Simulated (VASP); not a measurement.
# Se (P6_3/mmc) in VASP: notebook

Se is run at these levels: PBE; tasks: single point, relaxation of cell and atoms.

Everything below comes from runs of VASP 6.6.1. Logs are shortened: lines on timing, memory, paths and dates and some standing lists are left out, and cuts for length are marked.

## 1. The cell of the first run

It takes space group P6_3/mmc (No. 194, hexagonal). The conventional cell has a = 3.662 Å, b = 3.662 Å, c = 3.848 Å, α = 90.00°, β = 90.00°, γ = 120.00°. Within 3.9 Å of Se (site symmetry -6m2) lie 14 Se at 2.86 to 3.85 Å.

This isn't the form of Se at room conditions, which is trigonal, of chains.

## 2. Single point, PBE

Contents of INCAR:

```
SYSTEM = Se
PREC = Accurate
ENCUT = 520
EDIFF = 1E-7
ISMEAR = -1
SIGMA = 0.1
LREAL = .False.
LASPH = .True.
NELM = 80
ALGO = Normal
ISIF = 2
LWAVE = .False.
LCHARG = .True.
GGA = PE
LELF = .True.
LVHAR = .True.
NBANDS = 13
```

Contents of KPOINTS:

```
regular mesh
0
Gamma
  16 16 13
  0 0 0
```

Contents of POSCAR:

```
Se
1.0
    3.6624839318      0.0000000000      0.0000000000
   -1.8312419659      3.1718041259      0.0000000000
    0.0000000000      0.0000000000      3.8475617728
Se
2
Direct
    0.3333333333      0.6666666667      0.2500000000
    0.6666666667      0.3333333333      0.7500000000
```

Potentials or basis: VASP PAW PBE potentials, release 64 (Se).

On the command line:

```
$ cat potpaw_PBE.64/Se/POTCAR > POTCAR
$ mpirun -np 1 vasp_std > vasp.out
```

OUTCAR:

```text
SYSTEM = Se
   PREC = Accurate
   ENCUT = 520
   EDIFF = 1E-7
   ISMEAR = -1
   LREAL = .False.
   LASPH = .True.
   NELM = 80
   ISIF = 2
   GGA = PE

 ion  position               nearest neighbor table
   1  0.333  0.667  0.250-
   2  0.667  0.333  0.750-

  LATTYP: Found a hexagonal cell.
 ALAT       =     3.6624839318
 C/A-ratio  =     1.0505334206

  Lattice vectors:

 A1 = (   3.6624839318,   0.0000000000,   0.0000000000)
 A2 = (  -1.8312419659,   3.1718041259,   0.0000000000)
 A3 = (   0.0000000000,   0.0000000000,   3.8475617728)

Analysis of symmetry for initial positions (statically):
=====================================================================
 Subroutine PRICEL returns:
 Original cell was already a primitive cell.

 Routine SETGRP: Setting up the symmetry group for a
 hexagonal supercell.

 Subroutine GETGRP returns: Found 24 space group operations
 (whereof 12 operations were pure point group operations)
 out of a pool of 24 trial point group operations.

The static configuration has the point symmetry D_3d.
 The point group associated with its full space group is D_6h.

Analysis of symmetry for dynamics (positions and initial velocities):
=====================================================================
 Subroutine PRICEL returns:
 Original cell was already a primitive cell.

 Routine SETGRP: Setting up the symmetry group for a
 hexagonal supercell.

 Subroutine GETGRP returns: Found 24 space group operations
 (whereof 12 operations were pure point group operations)
 out of a pool of 24 trial point group operations.

The dynamic configuration has the point symmetry D_3d.
 The point group associated with its full space group is D_6h.

 Subroutine INISYM returns: Found 24 space group operations
 (whereof 12 operations are pure point group operations),
 and found     1 'primitive' translations

----------------------------------------------------------------------------------------

                                     Primitive cell

  volume of cell :      44.6959

  direct lattice vectors                    reciprocal lattice vectors
     3.662483932  0.000000000  0.000000000     0.273038741  0.157638990  0.000000000
    -1.831241966  3.171804126  0.000000000     0.000000000  0.315277981  0.000000000
     0.000000000  0.000000000  3.847561773     0.000000000  0.000000000  0.259904859

  length of vectors
     3.662483932  3.662483932  3.847561773     0.315277981  0.315277981  0.259904859

  position of ions in fractional coordinates (direct lattice)
     0.333333333  0.666666667  0.250000000
     0.666666667  0.333333333  0.750000000

  ion indices of the primitive-cell ions
   primitive index   ion index
                 1           1
                 2           2

----------------------------------------------------------------------------------------

 KPOINTS: regular mesh

Automatic generation of k-mesh.
 Grid dimensions read from file:
 generate k-points for:   16   16   13

 Generating k-lattice:

  Cartesian coordinates                     Fractional coordinates (reciprocal lattice)
     0.017064921  0.009852437  0.000000000     0.062500000  0.000000000  0.000000000
     0.000000000  0.019704874  0.000000000     0.000000000  0.062500000  0.000000000
     0.000000000  0.000000000  0.019992681     0.000000000  0.000000000  0.076923077

  Length of vectors
     0.019704874  0.019704874  0.019992681

  Shift w.r.t. Gamma in fractional coordinates (k-lattice)
     0.000000000  0.000000000  0.000000000

 Subroutine IBZKPT returns following result:
 ===========================================

 Found    210 irreducible k-points:

 Following reciprocal coordinates:
            Coordinates               Weight
  0.000000  0.000000  0.000000      1.000000
  0.062500  0.000000  0.000000      6.000000
  0.125000  0.000000  0.000000      6.000000
  0.187500  0.000000  0.000000      6.000000
  0.250000  0.000000  0.000000      6.000000
  0.312500  0.000000  0.000000      6.000000
[... 16 lines left out ...]
  0.187500  0.187500  0.000000      6.000000
  0.250000  0.187500  0.000000     12.000000
 [... further k-points ...]
   k-points           NKPTS =    210   k-points in BZ     NKDIM =    210   number of bands    NBANDS=     13
   number of dos      NEDOS =    301   number of ions     NIONS =      2
   total plane-waves  NPLWV =  23520
   dimension x,y,z NGX =    28 NGY =   28 NGZ =   30
   dimension x,y,z NGXF=    56 NGYF=   56 NGZF=   60
   ions per type =               2
   NGX,Y,Z   is equivalent  to a cutoff of  12.71, 12.71, 12.96 a.u.
   NGXF,Y,Z  is equivalent  to a cutoff of  25.42, 25.42, 25.92 a.u.
 SYSTEM =  Se
   PREC   = accura    normal or accurate (medium, high low for compatibility)
   ISTART =      0    job   : 0-new  1-cont  2-samecut
   ICHARG =      2    charge: 1-file 2-atom 10-const
   ISPIN  =      1    spin polarized calculation?
   LNONCOLLINEAR =      F non collinear calculations
   LSORBIT =      F    spin-orbit coupling
   LASPH  =      T    aspherical Exc in radial PAW
   ENCUT  =  520.0 eV  38.22 Ry    6.18 a.u.   6.81  6.81  7.15*2*pi/ulx,y,z
   NELM   =     80;   NELMIN=  2; NELMDL= -5     # of ELM steps
   EDIFF  = 0.1E-06   stopping-criterion for ELM
   LREAL  =      F    real-space projection
   EDIFFG = 0.1E-05   stopping-criterion for IOM
   NSW    =      0    number of steps for IOM
   IBRION =     -1    ionic relax: 0-MD 1-quasi-New 2-CG
   NFREE  =      0    steps in history (QN), initial steepest desc. (CG)
   ISIF   =      2    stress and relaxation
   ISYM   =      2    0-nonsym 1-usesym 2-fastsym
   POTIM  = 0.5000    time-step for ionic-motion
   TEBEG  =    0.0;   TEEND  =   0.0 temperature during run
   PSTRESS=    0.0 pullay stress
   NELECT =      12.0000    total number of electrons
   NUPDOWN=      -1.0000    fix difference up-down
   EMIN   =  10.00;   EMAX   =-10.00  energy-range for DOS
   EFERMI =   0.00;   METHOD = LEGACY
   ISMEAR =    -1;   SIGMA  =   0.10  broadening in eV -4-tet -1-fermi 0-gaus
   EFERMI_NEDOS =   21; number of points for ismear=-14 and -15
   IALGO  =     38    algorithm
   IMIX   =      4    mixing-type and parameters
     AMIX     =   0.40;   BMIX     =  1.00
     AMIX_MAG =   1.60;   BMIX_MAG =  1.00
  volume/ion in A,a.u.               =      22.35       150.81
  Fermi-wavevector in a.u.,A,eV,Ry     =   1.056119  1.995775 15.175754  1.115386
  Thomas-Fermi vector in A             =   2.191342
   LORBIT       =      0    0 simple, 1 ext, 2 COOP (PROOUT), +10 PAW based schemes
   GGA     = PE    functional components
   LHFCALC =     F    Hartree Fock is set to
   AEXX    =    0.0000 exact exchange contribution
   IVDW    =     0    specifies the selected vdW correction
   LEPSILON=     F    determine dielectric tensor
   LRPA    =     F    only Hartree local field effects (RPA)
 non-spin polarized calculation
  energy-cutoff  :      520.00
  volume of cell :       44.70
 maximum number of plane-waves:      1220
 NGX is ok and might be reduce to    28
   NGX = 13   NGY = 13   NGZ = 15

 number of electron      12.0000001 magnetization

 Free energy of the ion-electron system (eV)
  ---------------------------------------------------
  ext. energy  EPLUGINS =         0.00000000
  ---------------------------------------------------
  free energy    TOTEN  =        -6.29756699 eV

  energy without entropy =       -6.26026784  energy(sigma->0) =       -6.27891741

 E-fermi :   4.6592     XC(G=0): -10.0209

 val. band max:        4.6574036269   @ k =   0.3750   0.0625   0.3077
 cond. band min:       4.6880349116   @ k =   0.3125   0.1250   0.0000
 fundamental gap:      0.0306312847
 Fermi energy:         4.6592411269

 k-point     1 :       0.0000    0.0000    0.0000
  band No.  band energies     occupation
      1     -11.2571      2.00000
      2      -5.5604      2.00000
      3      -0.1047      2.00000
      4       2.4167      2.00000
      5       2.4167      2.00000
      6       5.4983      0.00045
      7       5.4983      0.00045
      8       8.0078      0.00000
      9       8.9123      0.00000
     10      11.8907      0.00000
     11      14.6706      0.00000
     12      14.6706      0.00000
     13      16.3819      0.00000

 k-point     2 :       0.0625    0.0000    0.0000
  band No.  band energies     occupation
      1     -11.2147      2.00000
      2      -5.6050      2.00000
      3      -0.0587      2.00000
      4       2.2818      2.00000
      5       2.3221      2.00000
      6       5.3936      0.00129
      7       5.6000      0.00016
      8       7.8660      0.00000
      9       9.0899      0.00000
     10      12.0995      0.00000
     11      14.4017      0.00000
     12      14.6847      0.00000
     13      16.2414      0.00000

 k-point     3 :       0.1250    0.0000    0.0000
  band No.  band energies     occupation
      1     -11.0884      2.00000
      2      -5.7413      2.00000
      3       0.0781      2.00000
      4       1.9429      2.00000
      5       2.0835      2.00000
      6       5.1240      0.01899
      7       5.8536      0.00001
      8       7.4721      0.00000
      9       9.5643      0.00000
     10      12.4053      0.00000
     11      14.1679      0.00000
     12      14.7654      0.00000
     13      15.9054      0.00000
[... 305 lines left out ...]
 k-point    23 :       0.1875    0.1875    0.0000
  band No.  band energies     occupation
      1     -10.1798      2.00000
      2      -6.7751      2.00000
      3       0.2340      2.00000
      4       1.0726      2.00000
      5       1.6232      2.00000
      6       4.5144      1.61953
      7       5.3984      0.00123
      8       6.2428      0.00000
      9      11.2798      0.00000
     10      11.3255      0.00000
     11      13.3009      0.00000
     12      16.8047      0.00000
     13      16.8542      0.00000

 k-point    24 :       0.2500    0.1875    0.0000
  band No.  band energies     occupation
      1      -9.8250      2.00000
      2      -7.1711      2.00000
      3      -0.2226      2.00000
      4       1.4675      2.00000
      5       1.7779      2.00000
      6       4.2590      1.96413
      7       4.7918      0.41972
      8       6.2667      0.00000
      9      10.8546      0.00000
     10      12.0760      0.00000
     11      12.7560      0.00000
     12      16.9190      0.00000
     13      17.9995      0.00000

 [... further k-points ...]
[... 5 lines left out ...]
  --------------------------------------------------------------------------------------
  -------------------------------------------------------------------------------------
  Total        0.0588158      0.0588158     -0.2127704      0.0000000      0.0000000      0.0000000
  in kB        2.1083222      2.1083222     -7.6270051      0.0000000      0.0000000      0.0000000
  external PRESSURE =      -1.1367869 kB  Pullay stress =       0.0000000 kB

 VOLUME and BASIS-vectors are now :
 -----------------------------------------------------------------------------
  energy-cutoff  :      520.00
  volume of cell :       44.70
      direct lattice vectors                 reciprocal lattice vectors
     3.662483932  0.000000000  0.000000000     0.273038741  0.157638990  0.000000000
    -1.831241966  3.171804126  0.000000000     0.000000000  0.315277981  0.000000000
     0.000000000  0.000000000  3.847561773     0.000000000  0.000000000  0.259904859

 POSITION                                       TOTAL-FORCE (eV/Angst)
 -----------------------------------------------------------------------------------
     -0.00000      2.11454      0.96189         0.000000      0.000000      0.000000
      1.83124      1.05727      2.88567        -0.000000     -0.000000      0.000000
 -----------------------------------------------------------------------------------
    total drift:                                0.000000     -0.000000      0.000000

  FREE ENERGIE OF THE ION-ELECTRON SYSTEM (eV)
  ---------------------------------------------------
  free  energy   TOTEN  =        -6.2975669859 eV

  energy  without entropy=       -6.2602678424  energy(sigma->0) =       -6.27891741
```

Run time: 2.3 min. Hardware: 1 thread of Oxide Virtual Turin-like, shared host; peak memory 0.19 GiB.

What came out:

```yaml
Free_energy: -6.2976 eV
Pressure: -0.1 GPa
Band_gap_on_the_k_mesh: zero (bands 6 and 7 overlap by 2.17 eV)
```

Levels at points of the mesh, in eV from the Fermi level:
```csv
k point,band 4,band 5,band 6,band 7,band 8,band 9
"(0.00, 0.00, 0.00)",-2.24,-2.24,0.84,0.84,3.35,4.25
"(0.50, 0.00, 0.00)",-3.78,-2.71,-0.77,-0.59,2.23,4.20
```

## 3. Relaxation of cell and atoms, PBE

This run uses another cell than the first one, of 21.81 Å³/atom.

Contents of INCAR:

```
ALGO = Normal ; EDIFF = 1E-6
EDIFFG = -0.01 ; ENCUT = 600
GGA = PE ; IBRION = 2
ISIF = 3 ; ISMEAR = -1
LASPH = True ; LCHARG = False
LREAL = False ; LWAVE = False
NELM = 60 ; NSW = 80
PREC = Accurate ; SIGMA = 0.1
```

Contents of KPOINTS:

```
k-points
0
Gamma
  12 12 6
```

Contents of POSCAR:

```
Se
1.0
    3.1360302227      0.0000000000      0.0000000000
   -1.5680151114      2.7158818399      0.0000000000
    0.0000000000      0.0000000000      5.1211373537
Se
2
Direct
    0.3333333333      0.6666666667      0.2500000000
    0.6666666667      0.3333333333      0.7500000000
```

Potentials or basis: VASP PAW PBE potentials, release 64 (Se).

On the command line:

```
$ cat potpaw_PBE.64/Se/POTCAR > POTCAR
$ mpirun -np 1 vasp_std > vasp.out
```

It took 13 min on 1 thread of Oxide Virtual Turin-like, shared host; peak memory 0.19 GiB.

Results (log left out):

```
Free energy                           : -6.2861 eV
Relaxed volume                        : 22.36 Å³/atom
Relaxed cell                          : a = 3.663 Å, b = 3.663 Å, c = 3.849 Å, α = 90.00°, β = 90.00°, γ = 120.00°
Space group after relaxing (to 0.1 Å) : P6_3/mmc (No. 194)
Pressure after relaxing               : 0.0 GPa
Band gap on the k mesh                : zero (bands 6 and 7 overlap by 2.42 eV)
```

Final structure:
```
Se
1.0
     3.66316    0.00000    0.00000
    -1.83158    3.17239    0.00000
     0.00000    0.00000    3.84856
Se
2
Cartesian
  0.0000 2.1149 0.9621
  1.8316 1.0575 2.8864
```

Levels at points of the mesh, in eV from the Fermi level:
```tsv
k point	band 3	band 4	band 5	band 6	band 7	band 8	band 9	band 10
(0.00, 0.00, 0.00)	-4.72	-2.21	-2.21	0.87	0.87	3.38	4.29	7.26
(0.50, 0.00, 0.00)	-4.13	-3.75	-2.67	-0.74	-0.56	2.26	4.24	9.82
(0.00, 0.00, 0.50)	-1.03	-1.03	-0.58	-0.58	-0.58	-0.58	8.21	8.21
(0.50, 0.00, 0.50)	-6.10	-6.10	-1.58	-1.58	1.18	1.18	8.80	8.80
```

Caveat: a cell axis changed by over 15 % at a fixed basis, so the end point is rough.

The gap in the log of VASP goes by the Fermi energy; the results here count the filled bands.